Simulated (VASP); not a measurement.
# MgB (Pm-3m) in VASP: a series of runs

The runs below take MgB through single point, with PBE.

Program: VASP 6.6.1. These are calculated values, not measurements. Logs are shortened: lines on timing, memory, paths and dates and some standing lists are left out, and cuts for length are marked.

### 1 The cell of the first run

It takes space group Pm-3m (No. 221, cubic). Conventional cell: a = 2.895 Å, b = 2.895 Å, c = 2.895 Å, α = 90.00°, β = 90.00°, γ = 90.00°. Mg (site symmetry m-3m) has 8 B at 2.51 Å and 6 Mg at 2.90 Å within 3.3 Å. B (site symmetry m-3m) has 8 Mg at 2.51 Å and 6 B at 2.90 Å within 3.3 Å.

### 2 Single point, PBE

Input file INCAR:

```
SYSTEM = MgB
  PREC = Accurate
  ENCUT = 520
  EDIFF = 1E-7
  ISMEAR = -1
  SIGMA = 0.03
  LREAL = .FALSE.
  LASPH = .TRUE.
  NELM = 80
  ALGO = Normal
  ISIF = 2
  LWAVE = .FALSE.
  LCHARG = .TRUE.
  GGA = PE
  LELF = .TRUE.
  LVHAR = .TRUE.
  NBANDS = 10
```

Input file KPOINTS:

```
Automatic mesh
0
G
  5 5 5
  0 0 0
```

Input file POSCAR:

```
MgB
1.0
    2.8951500000      0.0000000000      0.0000000000
    0.0000000000      2.8951500000      0.0000000000
    0.0000000000      0.0000000000      2.8951500000
Mg B
1 1
Direct
    0.0000000000      0.0000000000      0.0000000000
    0.5000000000      0.5000000000      0.5000000000
```

Potentials or basis: VASP PAW PBE potentials, release 64 (Mg, B).

On the command line:

```sh
> cat potpaw_PBE.64/Mg/POTCAR potpaw_PBE.64/B/POTCAR > POTCAR
> mpirun -np 1 vasp_std > vasp.out
```

OUTCAR:

```text
SYSTEM = MgB
   PREC = Accurate
   ENCUT = 520
   EDIFF = 1E-7
   ISMEAR = -1
   LREAL = .FALSE.
   LASPH = .TRUE.
   NELM = 80
   ISIF = 2
   GGA = PE

 ion  position               nearest neighbor table
   1  0.000  0.000  0.000-   2 2.51   2 2.51   2 2.51   2 2.51   2 2.51   2 2.51   2 2.51   2 2.51

   2  0.500  0.500  0.500-   1 2.51   1 2.51   1 2.51   1 2.51   1 2.51   1 2.51   1 2.51   1 2.51

  LATTYP: Found a simple cubic cell.
 ALAT       =     2.8951500000

  Lattice vectors:

 A1 = (   2.8951500000,   0.0000000000,   0.0000000000)
 A2 = (   0.0000000000,   2.8951500000,   0.0000000000)
 A3 = (   0.0000000000,   0.0000000000,   2.8951500000)

Analysis of symmetry for initial positions (statically):
=====================================================================
 Subroutine PRICEL returns:
 Original cell was already a primitive cell.

 Routine SETGRP: Setting up the symmetry group for a
 simple cubic supercell.

 Subroutine GETGRP returns: Found 48 space group operations
 (whereof 48 operations were pure point group operations)
 out of a pool of 48 trial point group operations.

The static configuration has the point symmetry O_h .

Analysis of symmetry for dynamics (positions and initial velocities):
=====================================================================
 Subroutine PRICEL returns:
 Original cell was already a primitive cell.

 Routine SETGRP: Setting up the symmetry group for a
 simple cubic supercell.

 Subroutine GETGRP returns: Found 48 space group operations
 (whereof 48 operations were pure point group operations)
 out of a pool of 48 trial point group operations.

The dynamic configuration has the point symmetry O_h .

 Subroutine INISYM returns: Found 48 space group operations
 (whereof 48 operations are pure point group operations),
 and found     1 'primitive' translations

----------------------------------------------------------------------------------------

                                     Primitive cell

  volume of cell :      24.2668

  direct lattice vectors                    reciprocal lattice vectors
     2.895150000  0.000000000  0.000000000     0.345405247  0.000000000  0.000000000
     0.000000000  2.895150000  0.000000000     0.000000000  0.345405247  0.000000000
     0.000000000  0.000000000  2.895150000     0.000000000  0.000000000  0.345405247

  length of vectors
     2.895150000  2.895150000  2.895150000     0.345405247  0.345405247  0.345405247

  position of ions in fractional coordinates (direct lattice)
[... 70 lines left out ...]
   ISIF   =      2    stress and relaxation
   ISYM   =      2    0-nonsym 1-usesym 2-fastsym
   POTIM  = 0.5000    time-step for ionic-motion
   TEBEG  =    0.0;   TEEND  =   0.0 temperature during run
   PSTRESS=    0.0 pullay stress
   NELECT =       5.0000    total number of electrons
   NUPDOWN=      -1.0000    fix difference up-down
   EMIN   =  10.00;   EMAX   =-10.00  energy-range for DOS
   EFERMI =   0.00;   METHOD = LEGACY
   ISMEAR =    -1;   SIGMA  =   0.03  broadening in eV -4-tet -1-fermi 0-gaus
   EFERMI_NEDOS =   21; number of points for ismear=-14 and -15
   IALGO  =     38    algorithm
   IMIX   =      4    mixing-type and parameters
     AMIX     =   0.40;   BMIX     =  1.00
     AMIX_MAG =   1.60;   BMIX_MAG =  1.00
  volume/ion in A,a.u.               =      12.13        81.88
  Fermi-wavevector in a.u.,A,eV,Ry     =   0.966927  1.827227 12.720742  0.934948
  Thomas-Fermi vector in A             =   2.096770
   LORBIT       =      0    0 simple, 1 ext, 2 COOP (PROOUT), +10 PAW based schemes
   GGA     = PE    functional components
   LHFCALC =     F    Hartree Fock is set to
   AEXX    =    0.0000 exact exchange contribution
   IVDW    =     0    specifies the selected vdW correction
   LEPSILON=     F    determine dielectric tensor
   LRPA    =     F    only Hartree local field effects (RPA)
 non-spin polarized calculation
  energy-cutoff  :      520.00
  volume of cell :       24.27
 maximum number of plane-waves:       670
 NGX is ok and might be reduce to    24
   NGX = 11   NGY = 11   NGZ = 11

 number of electron       5.0000000 magnetization

 Free energy of the ion-electron system (eV)
  ---------------------------------------------------
  ext. energy  EPLUGINS =         0.00000000
  ---------------------------------------------------
  free energy    TOTEN  =        -6.53306797 eV

  energy without entropy =       -6.52879068  energy(sigma->0) =       -6.53092933

 E-fermi :   4.6029     XC(G=0): -10.3591

 val. band max:        4.4761794120   @ k =   0.2000   0.2000   0.2000
 cond. band min:       4.6263065416   @ k =   0.2000   0.2000   0.0000
 fundamental gap:      0.1501271296
 Fermi energy:         4.6028617877

 k-point     1 :       0.0000    0.0000    0.0000
  band No.  band energies     occupation
      1      -6.1537      2.00000
      2       7.1168      0.00000
      3       7.1168      0.00000
      4       7.1168      0.00000
      5      11.6312      0.00000
      6      11.6312      0.00000
      7      13.5686      0.00000
      8      22.7901      0.00000
      9      22.7901      0.00000
     10      22.7901      0.00000
[... 105 lines left out ...]
 k-point    10 :       0.4000    0.4000    0.4000
  band No.  band energies     occupation
      1       0.5253      2.00000
      2       3.3075      2.00000
      3       3.3075      2.00000
      4       4.4416      1.99079
      5       9.5177      0.00000
      6       9.5177      0.00000
      7       9.5622      0.00000
      8      16.4998      0.00000
      9      24.8233      0.00000
     10      25.1477      0.00000

------------------------ aborting loop because EDIFF is reached ----------------------------------------

  FORCE on cell =-STRESS in cart. coord.  units (eV):
  Direction    XX          YY          ZZ          XY          YZ          ZX
  --------------------------------------------------------------------------------------
  -------------------------------------------------------------------------------------
  Total        0.0512951      0.0512951      0.0512951      0.0000000      0.0000000     -0.0000000
  in kB        3.3866757      3.3866757      3.3866757      0.0000000      0.0000000     -0.0000000
  external PRESSURE =       3.3866757 kB  Pullay stress =       0.0000000 kB

 VOLUME and BASIS-vectors are now :
 -----------------------------------------------------------------------------
  energy-cutoff  :      520.00
  volume of cell :       24.27
      direct lattice vectors                 reciprocal lattice vectors
     2.895150000  0.000000000  0.000000000     0.345405247  0.000000000  0.000000000
     0.000000000  2.895150000  0.000000000     0.000000000  0.345405247  0.000000000
     0.000000000  0.000000000  2.895150000     0.000000000  0.000000000  0.345405247

 POSITION                                       TOTAL-FORCE (eV/Angst)
 -----------------------------------------------------------------------------------
      0.00000      0.00000      0.00000         0.000000      0.000000      0.000000
      1.44758      1.44758      1.44758         0.000000      0.000000      0.000000
 -----------------------------------------------------------------------------------
    total drift:                                0.000000     -0.000000     -0.000000

  FREE ENERGIE OF THE ION-ELECTRON SYSTEM (eV)
  ---------------------------------------------------
  free  energy   TOTEN  =        -6.5330679672 eV

  energy  without entropy=       -6.5287906837  energy(sigma->0) =       -6.53092933
```

OSZICAR:

```text
N       E                     dE             d eps       ncg     rms          rms(c)
DAV:   1    -0.259915326027E+00   -0.25992E+00   -0.16940E+03   224   0.322E+02
DAV:   2    -0.657902455831E+01   -0.63191E+01   -0.59753E+01   244   0.548E+01
DAV:   3    -0.673234274086E+01   -0.15332E+00   -0.14839E+00   256   0.605E+00
DAV:   4    -0.673264163374E+01   -0.29889E-03   -0.29888E-03   230   0.293E-01
DAV:   5    -0.673264267239E+01   -0.10387E-05   -0.10387E-05   240   0.187E-02    0.182E+00
DAV:   6    -0.657723212976E+01    0.15541E+00   -0.19238E-01   224   0.165E+00    0.973E-01
DAV:   7    -0.653506755407E+01    0.42165E-01   -0.11981E-01   226   0.132E+00    0.327E-01
DAV:   8    -0.653307034048E+01    0.19972E-02   -0.24878E-03   226   0.407E-01    0.309E-02
DAV:   9    -0.653306735230E+01    0.29882E-05   -0.10491E-05   258   0.194E-02    0.193E-02
DAV:  10    -0.653306809501E+01   -0.74271E-06   -0.98950E-07   254   0.526E-03    0.133E-03
DAV:  11    -0.653306797991E+01    0.11511E-06   -0.63152E-08   156   0.139E-03    0.262E-04
DAV:  12    -0.653306796721E+01    0.12692E-07   -0.21006E-09   126   0.343E-04
   1 F= -.65330680E+01 E0= -.65309293E+01  d E =-.427728E-02
```

Wall time 8.9 s (1 thread of AMD EPYC 7R13, shared host); peak memory 0.1 GiB.

Results:

| Property | Result |
| --- | --- |
| Free energy | -6.5331 eV |
| Pressure | 0.3 GPa |

Levels at points of the mesh, in eV from the Fermi level:
```
           k point  band 1  band 2  band 3  band 4  band 5  band 6  band 7
(0.00, 0.00, 0.00)  -10.76    2.51    2.51    2.51    7.03    7.03    8.97
```

Caveat: the k points lie up to 0.43 Å⁻¹ apart.

### 3 Single point, PBE

Input file INCAR:

```
  ALGO = Normal
  EDIFF = 1E-7
  ENCUT = 520
  GGA = PE
  ISIF = 2
  ISMEAR = -1
  LASPH = T
  LCHARG = F
  LREAL = F
  LWAVE = F
  NBANDS = 10
  NELM = 100
  PREC = Accurate
  SIGMA = 0.05
```

Input file KPOINTS:

```
k-points
0
Gamma
  3 3 3
```

POSCAR is that of step 2.

Potentials or basis: VASP PAW PBE potentials, release 64 (Mg, B).

On the command line:

```sh
> cat potpaw_PBE.64/Mg/POTCAR potpaw_PBE.64/B/POTCAR > POTCAR
> mpirun -np 1 vasp_std > vasp.out
```

It took 2.1 s on 1 thread of Intel Xeon 6975P-C, shared host; peak memory 0.13 GiB.

Results (log left out):

```yaml
Free_energy: -6.3990 eV
Pressure: -0.6 GPa
```

Levels at points of the mesh, in eV from the Fermi level:
```tsv
k point	band 1	band 2	band 3	band 4	band 5	band 6
(0.00, 0.00, 0.00)	-9.62	3.63	3.63	3.63	8.18	8.18
```

Caveat: the k points lie up to 0.72 Å⁻¹ apart.
